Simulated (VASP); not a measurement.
# NaH (P4/mmm) in VASP: a series of runs

The runs below take NaH through single point, with r2SCAN.

Program: VASP 6.6.1. These are calculated values, not measurements. Logs are shortened: lines on timing, memory, paths and dates and some standing lists are left out, and cuts for length are marked.

## 1. The cell of the first run

The structure is tetragonal, space group P4/mmm (No. 123). The conventional cell has a = 2.995 Å, b = 2.995 Å, c = 2.955 Å, α = 90.00°, β = 90.00°, γ = 90.00°. Na (site symmetry 4/mmm) has 8 H at 2.58 Å and 6 Na at 2.96 to 2.99 Å within 3.4 Å. Within 3.4 Å of H (site symmetry 4/mmm) lie 8 Na at 2.58 Å and 6 H at 2.96 to 2.99 Å.

## 2. Single point, r2SCAN

POSCAR

```
NaH
1.0
    2.9945216000      0.0000000000      0.0000000000
    0.0000000000      2.9945216000      0.0000000000
    0.0000000000      0.0000000000      2.9551200000
Na H
1 1
Direct
    0.0000000000      0.0000000000      0.0000000000
    0.5000000000      0.5000000000      0.5000000000
```

INCAR.step1

```
SYSTEM = NaH
PREC = Accurate
ENCUT = 520
ISMEAR = 0
SIGMA = 0.02
LREAL = .False.
LASPH = .True.
NELM = 80
NBANDS = 11
GGA = PE
ALGO = Normal
EDIFF = 1E-4
LWAVE = .True.
LCHARG = .False.
```

INCAR.step2

```
SYSTEM = NaH
PREC = Accurate
ENCUT = 520
EDIFF = 1E-6
ISMEAR = 0
SIGMA = 0.02
LREAL = .False.
LASPH = .True.
NELM = 80
ALGO = Normal
ISIF = 2
LWAVE = .False.
LCHARG = .True.
METAGGA = R2SCAN
LMIXTAU = .True.
LELF = .True.
LVHAR = .True.
NBANDS = 11
ISTART = 1
```

KPOINTS

```
regular mesh
0
Gamma
  6 6 6
  0 0 0
```

Potentials or basis: VASP PAW PBE potentials, release 64 (Na_pv, H).

Run with:

```console
$ cat potpaw_PBE.64/Na_pv/POTCAR potpaw_PBE.64/H/POTCAR > POTCAR
$ cp INCAR.step1 INCAR
$ mpirun -np 1 vasp_std > vasp.out
$ cp INCAR.step2 INCAR
$ mpirun -np 1 vasp_std > vasp.out
```

OUTCAR:

```text
SYSTEM = NaH
   PREC = Accurate
   ENCUT = 520
   EDIFF = 1E-6
   ISMEAR = 0
   LREAL = .False.
   LASPH = .True.
   NELM = 80
   ISIF = 2
   METAGGA = R2SCAN
   ISTART = 1

 ion  position               nearest neighbor table
   1  0.000  0.000  0.000-
   2  0.500  0.500  0.500-

  LATTYP: Found a simple tetragonal cell.
 ALAT       =     2.9945216000
 C/A-ratio  =     0.9868421053

  Lattice vectors:

 A1 = (   2.9945216000,   0.0000000000,   0.0000000000)
 A2 = (   0.0000000000,   2.9945216000,   0.0000000000)
 A3 = (   0.0000000000,   0.0000000000,   2.9551200000)

Analysis of symmetry for initial positions (statically):
=====================================================================
 Subroutine PRICEL returns:
 Original cell was already a primitive cell.

 Routine SETGRP: Setting up the symmetry group for a
 simple tetragonal supercell.

 Subroutine GETGRP returns: Found 16 space group operations
 (whereof 16 operations were pure point group operations)
 out of a pool of 16 trial point group operations.

The static configuration has the point symmetry D_4h.

Analysis of symmetry for dynamics (positions and initial velocities):
=====================================================================
 Subroutine PRICEL returns:
 Original cell was already a primitive cell.

 Routine SETGRP: Setting up the symmetry group for a
 simple tetragonal supercell.

 Subroutine GETGRP returns: Found 16 space group operations
 (whereof 16 operations were pure point group operations)
 out of a pool of 16 trial point group operations.

The dynamic configuration has the point symmetry D_4h.

 Subroutine INISYM returns: Found 16 space group operations
 (whereof 16 operations are pure point group operations),
 and found     1 'primitive' translations

----------------------------------------------------------------------------------------

                                     Primitive cell

  volume of cell :      26.4990

  direct lattice vectors                    reciprocal lattice vectors
     2.994521600  0.000000000  0.000000000     0.333943158  0.000000000  0.000000000
     0.000000000  2.994521600  0.000000000     0.000000000  0.333943158  0.000000000
     0.000000000  0.000000000  2.955120000     0.000000000  0.000000000  0.338395734

  length of vectors
     2.994521600  2.994521600  2.955120000     0.333943158  0.333943158  0.338395734

  position of ions in fractional coordinates (direct lattice)
[... 86 lines left out ...]
   ISYM   =      2    0-nonsym 1-usesym 2-fastsym
   POTIM  = 0.5000    time-step for ionic-motion
   TEBEG  =    0.0;   TEEND  =   0.0 temperature during run
   PSTRESS=    0.0 pullay stress
   NELECT =       8.0000    total number of electrons
   NUPDOWN=      -1.0000    fix difference up-down
   EMIN   =  10.00;   EMAX   =-10.00  energy-range for DOS
   EFERMI =   0.00;   METHOD = LEGACY
   ISMEAR =     0;   SIGMA  =   0.02  broadening in eV -4-tet -1-fermi 0-gaus
   EFERMI_NEDOS =   21; number of points for ismear=-14 and -15
   IALGO  =     38    algorithm
   IMIX   =      4    mixing-type and parameters
     AMIX     =   0.40;   BMIX     =  1.00
     AMIX_MAG =   1.60;   BMIX_MAG =  1.00
  volume/ion in A,a.u.               =      13.25        89.41
  Fermi-wavevector in a.u.,A,eV,Ry     =   1.098234  2.075361 16.410226  1.206118
  Thomas-Fermi vector in A             =   2.234608
   LORBIT       =      0    0 simple, 1 ext, 2 COOP (PROOUT), +10 PAW based schemes
   METAGGA = R2SCAN    functional components
   LHFCALC =     F    Hartree Fock is set to
   AEXX    =    0.0000 exact exchange contribution
   IVDW    =     0    specifies the selected vdW correction
   LEPSILON=     F    determine dielectric tensor
   LRPA    =     F    only Hartree local field effects (RPA)
 non-spin polarized calculation
 Gauss-broadening in eV      SIGMA  =   0.02
  energy-cutoff  :      520.00
  volume of cell :       26.50
 maximum number of plane-waves:       739
 NGX is ok and might be reduce to    24
   NGX = 11   NGY = 11   NGZ = 11

 number of electron       7.9999994 magnetization

 Free energy of the ion-electron system (eV)
  ---------------------------------------------------
  ext. energy  EPLUGINS =         0.00000000
  ---------------------------------------------------
  free energy    TOTEN  =        -7.28434986 eV

  energy without entropy =       -7.28434986  energy(sigma->0) =       -7.28434986

 E-fermi :   1.0681     XC(G=0):  -8.4585

 val. band max:        0.9279516924   @ k =   0.5000   0.5000   0.5000
 cond. band min:       2.4844835870   @ k =   0.5000   0.0000   0.0000
 fundamental gap:      1.5565318946
 Fermi energy:         1.0680857763

 k-point     1 :       0.0000    0.0000    0.0000
  band No.  band energies     occupation
      1     -24.5550      2.00000
      2     -24.5550      2.00000
      3     -24.5542      2.00000
      4      -4.9058      2.00000
      5      10.3723      0.00000
      6      12.2929      0.00000
      7      12.5367      0.00000
      8      13.8700      0.00000
      9      13.8700      0.00000
     10      14.3246      0.00000
     11      26.8427      0.00000
[... 309 lines left out ...]
 k-point    24 :       0.5000    0.0000    0.3333
  band No.  band energies     occupation
      1     -24.6817      2.00000
      2     -24.6554      2.00000
      3     -24.5316      2.00000
      4      -1.3769      2.00000
      5       4.3710      0.00000
      6       7.1808      0.00000
      7      10.6328      0.00000
      8      15.8145      0.00000
      9      17.6585      0.00000
     10      19.8388      0.00000
     11      21.1285      0.00000

 [... further k-points ...]

------------------------ aborting loop because EDIFF is reached ----------------------------------------

  FORCE on cell =-STRESS in cart. coord.  units (eV):
  Direction    XX          YY          ZZ          XY          YZ          ZX
  --------------------------------------------------------------------------------------
  -------------------------------------------------------------------------------------
  Total       -0.3212875     -0.3212875     -0.0697381      0.0000000      0.0000000     -0.0000000
  in kB      -19.4255960    -19.4255960     -4.2164888      0.0000000      0.0000000     -0.0000000
  external PRESSURE =     -14.3558936 kB  Pullay stress =       0.0000000 kB

 VOLUME and BASIS-vectors are now :
 -----------------------------------------------------------------------------
  energy-cutoff  :      520.00
  volume of cell :       26.50
      direct lattice vectors                 reciprocal lattice vectors
     2.994521600  0.000000000  0.000000000     0.333943158  0.000000000  0.000000000
     0.000000000  2.994521600  0.000000000     0.000000000  0.333943158  0.000000000
     0.000000000  0.000000000  2.955120000     0.000000000  0.000000000  0.338395734

 POSITION                                       TOTAL-FORCE (eV/Angst)
 -----------------------------------------------------------------------------------
      0.00000      0.00000      0.00000         0.000000      0.000000      0.000000
      1.49726      1.49726      1.47756         0.000000      0.000000      0.000000
 -----------------------------------------------------------------------------------
    total drift:                                0.000000      0.000000      0.000000

  FREE ENERGIE OF THE ION-ELECTRON SYSTEM (eV)
  ---------------------------------------------------
  free  energy   TOTEN  =        -7.2843498579 eV

  energy  without entropy=       -7.2843498579  energy(sigma->0) =       -7.28434986
```

OSZICAR.step1:

```text
N       E                     dE             d eps       ncg     rms          rms(c)
DAV:   1     0.366508166940E+02    0.36651E+02   -0.45344E+03   886   0.749E+02
DAV:   2    -0.400668599139E+01   -0.40658E+02   -0.39525E+02   937   0.194E+02
DAV:   3    -0.522436284994E+01   -0.12177E+01   -0.12158E+01  1049   0.320E+01
DAV:   4    -0.523156483032E+01   -0.72020E-02   -0.72015E-02   994   0.248E+00
DAV:   5    -0.523162275736E+01   -0.57927E-04   -0.57926E-04  1020   0.229E-01    0.309E+00
DAV:   6    -0.487669905010E+01    0.35492E+00   -0.35481E-01   976   0.313E+00    0.145E+00
DAV:   7    -0.476649453191E+01    0.11020E+00   -0.38310E-01   955   0.244E+00    0.381E-01
DAV:   8    -0.476941764728E+01   -0.29231E-02   -0.10399E-02   952   0.106E+00    0.712E-02
DAV:   9    -0.476916483837E+01    0.25281E-03   -0.15771E-03  1016   0.410E-01    0.256E-02
DAV:  10    -0.476914964596E+01    0.15192E-04   -0.85468E-05   600   0.565E-02
   1 F= -.47691496E+01 E0= -.47691496E+01  d E =-.128242E-35
```

Wall time 52 s (1 thread of AMD EPYC 7R13 (Zen 3), shared host); peak memory 0.11 GiB.

What came out:

```
Free energy            : -7.2843 eV
Pressure               : -1.4 GPa
Band gap on the k mesh : 1.56 eV, indirect (least direct gap 5.00 eV)
```

Caveat: the PAW data sets were made with another functional, which shifts forces and pressure a little.

## 3. Single point, r2SCAN

This run uses another cell than the first one, of 13.42 Å³/atom, 1.013 times its volume.

POSCAR

```
NaH
1.0
    3.0142224000      0.0000000000      0.0000000000
    0.0000000000      3.0142224000      0.0000000000
    0.0000000000      0.0000000000      2.9551200000
Na H
1 1
Direct
    0.0000000000      0.0000000000      0.0000000000
    0.5000000000      0.5000000000      0.5000000000
```

INCAR.step1

```
SYSTEM = NaH
ALGO = Normal ; EDIFF = 1E-4
ENCUT = 520 ; GGA = PE
ISMEAR = 0 ; LASPH = .TRUE.
LCHARG = .FALSE. ; LREAL = .FALSE.
LWAVE = .TRUE. ; NBANDS = 11
NELM = 80 ; PREC = Accurate
SIGMA = 0.02
```

INCAR.step2

```
SYSTEM = NaH
ALGO = Normal ; EDIFF = 1E-7
ENCUT = 520 ; ISIF = 2
ISMEAR = 0 ; ISTART = 1
LASPH = .TRUE. ; LCHARG = .TRUE.
LELF = .TRUE. ; LMIXTAU = .TRUE.
LREAL = .FALSE. ; LVHAR = .TRUE.
LWAVE = .FALSE. ; METAGGA = R2SCAN
NBANDS = 11 ; NELM = 80
PREC = Accurate ; SIGMA = 0.02
```

KPOINTS

```
k-points
0
G
  6 6 6
  0 0 0
```

Potentials or basis: VASP PAW PBE potentials, release 64 (Na_pv, H).

Run with:

```console
$ cat potpaw_PBE.64/Na_pv/POTCAR potpaw_PBE.64/H/POTCAR > POTCAR
$ cp INCAR.step1 INCAR
$ mpirun -np 1 vasp_std > vasp.out
$ cp INCAR.step2 INCAR
$ mpirun -np 1 vasp_std > vasp.out
```

Wall time 66 s (1 thread of AMD EPYC 7R13 (Zen 3), shared host); peak memory 0.11 GiB.

Results (log left out):

```
Free energy            : -7.2796 eV
Pressure               : -1.7 GPa
Band gap on the k mesh : 1.53 eV, indirect (least direct gap 4.96 eV)
```

Stress tensor (GPa, compression positive):
```
-2.40  0.00  0.00
 0.00 -2.40  0.00
 0.00  0.00 -0.23
```

Levels at points of the mesh, in eV from the valence-band top:
```tsv
k point	band 2	band 3	band 4	band 5	band 6	band 7
(0.00, 0.00, 0.00)	-25.48	-25.48	-5.77	9.32	11.26	11.63
(0.50, 0.00, 0.00)	-25.47	-25.47	-3.42	1.53	11.64	14.54
(0.50, 0.50, 0.00)	-25.60	-25.46	-1.82	4.63	4.63	7.43
(0.00, 0.00, 0.50)	-25.47	-25.47	-3.30	1.72	11.49	14.53
(0.50, 0.00, 0.50)	-25.60	-25.46	-1.70	4.77	4.82	7.61
(0.50, 0.50, 0.50)	-25.58	-25.58	0.00	7.19	7.19	7.28
```

Caveat: the PAW data sets were made with another functional, which shifts forces and pressure a little.
